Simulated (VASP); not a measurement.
# MnO2 (P4_2/mnm) in VASP: notebook

The runs below take MnO2 through single point, with PBE+U.

Everything below comes from runs of VASP 6.6.1. Logs are shortened: lines on timing, memory, paths and dates and some standing lists are left out, and cuts for length are marked.

### 1 The cell of the first run

It takes space group P4_2/mnm (No. 136, tetragonal). The conventional cell has a = 4.398 Å, b = 4.398 Å, c = 2.873 Å, α = 90.00°, β = 90.00°, γ = 90.00°. Within 2.5 Å of Mn (site symmetry mmm) lie 6 O at 1.88 to 1.90 Å. O (site symmetry m2m) has 3 Mn at 1.88 to 1.90 Å and 1 O at 2.42 Å within 2.5 Å.

### 2 Single point, PBE+U, collinear spin

The input, INCAR:

```
SYSTEM = MnO2
  ALGO = Normal
  EDIFF = 1E-6
  ENCUT = 700
  GGA = PE
  GGA_COMPAT = .False.
  ISIF = 2
  ISMEAR = 0
  ISPIN = 2
  LASPH = .True.
  LCHARG = .False.
  LDAU = .True.
  LDAUJ = 0 0
  LDAUL = 2 -1
  LDAUPRINT = 1
  LDAUTYPE = 2
  LDAUU = 6.3 0
  LMAXMIX = 4
  LORBIT = 11
  LREAL = .False.
  LWAVE = .False.
  MAGMOM = 3.21 3.21 -0.2 -0.2 -0.2 -0.2
  NBANDS = 40
  NELM = 200
  PREC = Accurate
  SIGMA = 0.1
```

The input, KPOINTS:

```
k-points
0
Gamma
  5 5 7
  0 0 0
```

The input, POSCAR:

```
MnO2
1.0
    4.3983000000      0.0000000000      0.0000000000
    0.0000000000      4.3983000000      0.0000000000
    0.0000000000      0.0000000000      2.8730000000
Mn O
2 4
Direct
    0.0000000000      0.0000000000      0.0000000000
    0.5000000000      0.5000000000      0.5000000000
    0.3051500000      0.3051500000      0.0000000000
    0.1948500000      0.8051500000      0.5000000000
    0.6948500000      0.6948500000      0.0000000000
    0.8051500000      0.1948500000      0.5000000000
```

Potentials or basis: VASP PAW PBE potentials, release 64 (Mn_sv, O).

On the command line:

```console
> cat potpaw_PBE.64/Mn_sv/POTCAR potpaw_PBE.64/O/POTCAR > POTCAR
> mpirun -np 1 vasp_std > vasp.out
```

OUTCAR:

```text
SYSTEM = MnO2
   EDIFF = 1E-6
   ENCUT = 700
   GGA = PE
   ISIF = 2
   ISMEAR = 0
   ISPIN = 2
   LASPH = .True.
   LORBIT = 11
   LREAL = .False.
   NELM = 200
   PREC = Accurate

 ion  position               nearest neighbor table
   1  0.000  0.000  0.000-   4 1.88   6 1.88   4 1.88   6 1.88   5 1.90   3 1.90
   2  0.500  0.500  0.500-   3 1.88   5 1.88   3 1.88   5 1.88   4 1.90   6 1.90
   3  0.305  0.305  0.000-   2 1.88   2 1.88   1 1.90
   4  0.195  0.805  0.500-   1 1.88   1 1.88   2 1.90
   5  0.695  0.695  0.000-   2 1.88   2 1.88   1 1.90
   6  0.805  0.195  0.500-   1 1.88   1 1.88   2 1.90

  LATTYP: Found a simple tetragonal cell.
 ALAT       =     4.3983000000
 C/A-ratio  =     0.6532069209

  Lattice vectors:

 A1 = (   4.3983000000,   0.0000000000,   0.0000000000)
 A2 = (   0.0000000000,   4.3983000000,   0.0000000000)
 A3 = (   0.0000000000,   0.0000000000,   2.8730000000)

Analysis of symmetry for initial positions (statically):
=====================================================================
 Subroutine PRICEL returns:
 Original cell was already a primitive cell.

 Routine SETGRP: Setting up the symmetry group for a
 simple tetragonal supercell.

 Subroutine GETGRP returns: Found 16 space group operations
 (whereof  8 operations were pure point group operations)
 out of a pool of 16 trial point group operations.

The static configuration has the point symmetry D_2h.
 The point group associated with its full space group is D_4h.

Analysis of symmetry for dynamics (positions and initial velocities):
=====================================================================
 Subroutine PRICEL returns:
 Original cell was already a primitive cell.

 Routine SETGRP: Setting up the symmetry group for a
 simple tetragonal supercell.

 Subroutine GETGRP returns: Found 16 space group operations
 (whereof  8 operations were pure point group operations)
 out of a pool of 16 trial point group operations.

The dynamic configuration has the point symmetry D_2h.
 The point group associated with its full space group is D_4h.

Analysis of structural, dynamic, and magnetic symmetry:
=====================================================================
 Subroutine PRICEL returns:
 Original cell was already a primitive cell.

 Routine SETGRP: Setting up the symmetry group for a
 simple tetragonal supercell.

 Subroutine GETGRP returns: Found 16 space group operations
 (whereof  8 operations were pure point group operations)
 out of a pool of 16 trial point group operations.

The overall configuration has the point symmetry D_2h.
 The point group associated with its full space group is D_4h.

 Subroutine INISYM returns: Found 16 space group operations
 (whereof  8 operations are pure point group operations),
 and found     1 'primitive' translations

----------------------------------------------------------------------------------------

                                     Primitive cell

  volume of cell :      55.5783

  direct lattice vectors                    reciprocal lattice vectors
     4.398300000  0.000000000  0.000000000     0.227360571  0.000000000  0.000000000
     0.000000000  4.398300000  0.000000000     0.000000000  0.227360571  0.000000000
     0.000000000  0.000000000  2.873000000     0.000000000  0.000000000  0.348068221

  length of vectors
     4.398300000  4.398300000  2.873000000     0.227360571  0.227360571  0.348068221

  position of ions in fractional coordinates (direct lattice)
[... 155 lines left out ...]
  o =  0.2423  v =  0.0000  0.0000  0.0000  0.0000  0.0000  0.0000  0.7071  0.0000 -0.7071  0.0000      0.0000  0.0000  0.0000  0.0000  0.0000  0.0000  0.0000  0.0000  0.0000  0.0000
  o =  0.4405  v =  0.0000 -0.7071 -0.0000  0.7071 -0.0000  0.0000  0.0000  0.0000  0.0000  0.0000      0.0000  0.0000  0.0000  0.0000  0.0000  0.0000  0.0000  0.0000  0.0000  0.0000
  o =  0.4573  v =  0.8533  0.0000 -0.5214 -0.0000 -0.0000  0.0000  0.0000  0.0000  0.0000  0.0000      0.0000  0.0000  0.0000  0.0000  0.0000  0.0000  0.0000  0.0000  0.0000  0.0000
  o =  0.9380  v = -0.5214 -0.0000 -0.8533 -0.0000 -0.0000  0.0000  0.0000  0.0000  0.0000  0.0000      0.0000  0.0000  0.0000  0.0000  0.0000  0.0000  0.0000  0.0000  0.0000  0.0000
  o =  0.9474  v =  0.0000 -0.7071  0.0000 -0.7071  0.0000  0.0000  0.0000  0.0000  0.0000  0.0000      0.0000  0.0000  0.0000  0.0000  0.0000  0.0000  0.0000  0.0000  0.0000  0.0000
  o =  0.9531  v = -0.0000  0.0000 -0.0000  0.0000  1.0000  0.0000  0.0000  0.0000  0.0000  0.0000      0.0000  0.0000  0.0000  0.0000  0.0000  0.0000  0.0000  0.0000  0.0000  0.0000

atom =   2  type =  1  l = 2

 onsite density matrix

spin component  1

  0.5880  0.0000 -0.2139  0.0000  0.0000
  0.0000  0.6939  0.0000 -0.2534  0.0000
 -0.2139  0.0000  0.8073  0.0000  0.0000
  0.0000 -0.2534  0.0000  0.6939  0.0000
  0.0000  0.0000  0.0000  0.0000  0.9531

spin component  2

  0.1633  0.0000  0.0775  0.0000 -0.0000
  0.0000  0.1566  0.0000  0.0857  0.0000
  0.0775  0.0000  0.0940  0.0000 -0.0000
  0.0000  0.0857  0.0000  0.1566  0.0000
 -0.0000  0.0000 -0.0000  0.0000  0.0755

 occupancies and eigenvectors

  o =  0.0437  v =  0.0000  0.0000  0.0000  0.0000  0.0000 -0.5440  0.0000  0.8391  0.0000 -0.0000      0.0000  0.0000  0.0000  0.0000  0.0000  0.0000  0.0000  0.0000  0.0000  0.0000
  o =  0.0708  v =  0.0000  0.0000  0.0000  0.0000  0.0000  0.0000  0.7071  0.0000 -0.7071 -0.0000      0.0000  0.0000  0.0000  0.0000  0.0000  0.0000  0.0000  0.0000  0.0000  0.0000
  o =  0.0755  v =  0.0000  0.0000  0.0000  0.0000  0.0000  0.0000 -0.0000 -0.0000  0.0000 -1.0000      0.0000  0.0000  0.0000  0.0000  0.0000  0.0000  0.0000  0.0000  0.0000  0.0000
  o =  0.2136  v =  0.0000  0.0000  0.0000  0.0000  0.0000 -0.8391  0.0000 -0.5440  0.0000  0.0000      0.0000  0.0000  0.0000  0.0000  0.0000  0.0000  0.0000  0.0000  0.0000  0.0000
  o =  0.2423  v =  0.0000  0.0000  0.0000  0.0000  0.0000  0.0000 -0.7071  0.0000 -0.7071  0.0000      0.0000  0.0000  0.0000  0.0000  0.0000  0.0000  0.0000  0.0000  0.0000  0.0000
  o =  0.4405  v =  0.0000  0.7071  0.0000  0.7071  0.0000  0.0000  0.0000  0.0000  0.0000  0.0000      0.0000  0.0000  0.0000  0.0000  0.0000  0.0000  0.0000  0.0000  0.0000  0.0000
  o =  0.4573  v = -0.8533  0.0000 -0.5214  0.0000  0.0000  0.0000  0.0000  0.0000  0.0000  0.0000      0.0000  0.0000  0.0000  0.0000  0.0000  0.0000  0.0000  0.0000  0.0000  0.0000
  o =  0.9380  v = -0.5214  0.0000  0.8533  0.0000 -0.0000  0.0000  0.0000  0.0000  0.0000  0.0000      0.0000  0.0000  0.0000  0.0000  0.0000  0.0000  0.0000  0.0000  0.0000  0.0000
  o =  0.9474  v =  0.0000  0.7071  0.0000 -0.7071  0.0000  0.0000  0.0000  0.0000  0.0000  0.0000      0.0000  0.0000  0.0000  0.0000  0.0000  0.0000  0.0000  0.0000  0.0000  0.0000
  o =  0.9531  v =  0.0000  0.0000 -0.0000  0.0000 -1.0000  0.0000  0.0000  0.0000  0.0000  0.0000      0.0000  0.0000  0.0000  0.0000  0.0000  0.0000  0.0000  0.0000  0.0000  0.0000

 number of electron      54.0000019 magnetization       6.0186815

 Free energy of the ion-electron system (eV)
  ---------------------------------------------------
  ext. energy  EPLUGINS =         0.00000000
  ---------------------------------------------------
  free energy    TOTEN  =       -39.79907077 eV

  energy without entropy =      -39.79790017  energy(sigma->0) =      -39.79848547

 E-fermi :   6.5308     XC(G=0): -12.0529

 val. band max:        6.5193780341   @ k =   0.0000   0.0000   0.1429
 cond. band min:       6.5455827434   @ k =   0.0000   0.0000   0.0000
 fundamental gap:      0.0262047093
 Fermi energy:         6.5307792927

 spin component 1

 k-point     1 :       0.0000    0.0000    0.0000
  band No.  band energies     occupation
      1     -76.1170      1.00000
      2     -76.1144      1.00000
      3     -44.7845      1.00000
      4     -44.7773      1.00000
      5     -44.7603      1.00000
      6     -44.7603      1.00000
[... 997 lines left out ...]
     38      20.2387      0.00000
     39      21.8929      0.00000
 Fermi energy:         6.5307792927

 spin component 2

 k-point     1 :       0.0000    0.0000    0.0000
  band No.  band energies     occupation
      1     -72.5432      1.00000
      2     -72.5400      1.00000
      3     -41.3143      1.00000
      4     -41.3049      1.00000
      5     -41.2526      1.00000
      6     -41.2526      1.00000
[... 997 lines left out ...]
     38      20.9646      0.00000
     39      22.1860      0.00000
 [bands above 39 left out]

------------------------ aborting loop because EDIFF is reached ----------------------------------------

  FORCE on cell =-STRESS in cart. coord.  units (eV):
  Direction    XX          YY          ZZ          XY          YZ          ZX
  --------------------------------------------------------------------------------------
  -------------------------------------------------------------------------------------
  Total        3.6519420      3.6519420      5.5268862      0.0000000      0.0000000      0.0000000
  in kB      105.2759418    105.2759418    159.3256801      0.0000000      0.0000000      0.0000000
  external PRESSURE =     123.2925213 kB  Pullay stress =       0.0000000 kB

 VOLUME and BASIS-vectors are now :
 -----------------------------------------------------------------------------
  energy-cutoff  :      700.00
  volume of cell :       55.58
      direct lattice vectors                 reciprocal lattice vectors
     4.398300000  0.000000000  0.000000000     0.227360571  0.000000000  0.000000000
     0.000000000  4.398300000  0.000000000     0.000000000  0.227360571  0.000000000
     0.000000000  0.000000000  2.873000000     0.000000000  0.000000000  0.348068221

 POSITION                                       TOTAL-FORCE (eV/Angst)
 -----------------------------------------------------------------------------------
      0.00000      0.00000      0.00000         0.000000      0.000000      0.000000
      2.19915      2.19915      1.43650         0.000000      0.000000      0.000000
      1.34214      1.34214      0.00000        -0.085879     -0.085879     -0.000000
      0.85701      3.54129      1.43650         0.085879     -0.085879     -0.000000
      3.05616      3.05616      0.00000         0.085879      0.085879      0.000000
      3.54129      0.85701      1.43650        -0.085879      0.085879      0.000000
 -----------------------------------------------------------------------------------
    total drift:                                0.000000      0.000000     -0.000000

  FREE ENERGIE OF THE ION-ELECTRON SYSTEM (eV)
  ---------------------------------------------------
  free  energy   TOTEN  =       -39.7990707729 eV

  energy  without entropy=      -39.7979001691  energy(sigma->0) =      -39.79848547

 total charge

# of ion       s       p       d       tot
------------------------------------------
    1        2.211   6.120   4.357  12.688
    2        2.211   6.120   4.357  12.688
    3        1.563   3.510   0.000   5.073
    4        1.563   3.510   0.000   5.073
    5        1.563   3.510   0.000   5.073
    6        1.563   3.510   0.000   5.073
--------------------------------------------------
tot         10.673  26.281   8.714  45.669

 magnetization (x)

# of ion       s       p       d       tot
------------------------------------------
    1        0.017   0.016   3.081   3.114
    2        0.017   0.016   3.081   3.114
    3       -0.003  -0.082   0.000  -0.085
    4       -0.003  -0.082   0.000  -0.085
    5       -0.003  -0.082   0.000  -0.085
    6       -0.003  -0.082   0.000  -0.085
--------------------------------------------------
tot          0.020  -0.295   6.161   5.887
```

It took 4.6 min on 1 thread of AMD EPYC 7R43 (Zen 3), shared host; peak memory 0.27 GiB.

Results:

```yaml
Free_energy: -39.7991 eV
Pressure: 12.3 GPa
Largest_force: 0.121 eV/Å
Band_gap_on_the_k_mesh: zero (filled and empty bands overlap)
Net_moment: 6.02 μB per cell
Site_moments: Mn +3.11; O -0.09 μB
Valence_electrons_inside_the_program's_atomic_spheres: Mn 12.69; O 5.07
```

Forces in eV/Å, atoms in the order of the input:
```
Mn   0.000  0.000  0.000
Mn   0.000  0.000  0.000
O   -0.086 -0.086  0.000
O    0.086 -0.086  0.000
O    0.086  0.086  0.000
O   -0.086  0.086  0.000
```

Levels at points of the mesh, in eV from the Fermi level:
Spin up:
| k point | band 26 | band 27 | band 28 | band 29 | band 30 | band 31 | band 32 | band 33 | band 34 | band 35 |
| --- | --- | --- | --- | --- | --- | --- | --- | --- | --- | --- |
| (0.00, 0.00, 0.00) | -1.78 | -1.11 | -0.56 | -0.56 | -0.41 | 0.01 | 2.89 | 2.89 | 3.36 | 8.02 |
Spin down:
```csv
k point,band 22,band 23,band 24,band 25,band 26,band 27
"(0.00, 0.00, 0.00)",-0.62,-0.62,0.10,2.36,2.47,2.82
```

Eigenvalues of the final occupation matrices:
```csv
site,spin,trace,eigenvalues
site 1 d,1,3.74,0.44 0.46 0.94 0.95 0.95
site 1 d,2,0.65,0.04 0.07 0.08 0.21 0.24
site 2 d,1,3.74,0.44 0.46 0.94 0.95 0.95
site 2 d,2,0.65,0.04 0.07 0.08 0.21 0.24
```

Caveat: the stress differs along the axes, from 11 to 16 GPa.

(Part 1 of 2 ends here.)

The gap in the log of VASP goes by the Fermi energy; the results here count the filled bands.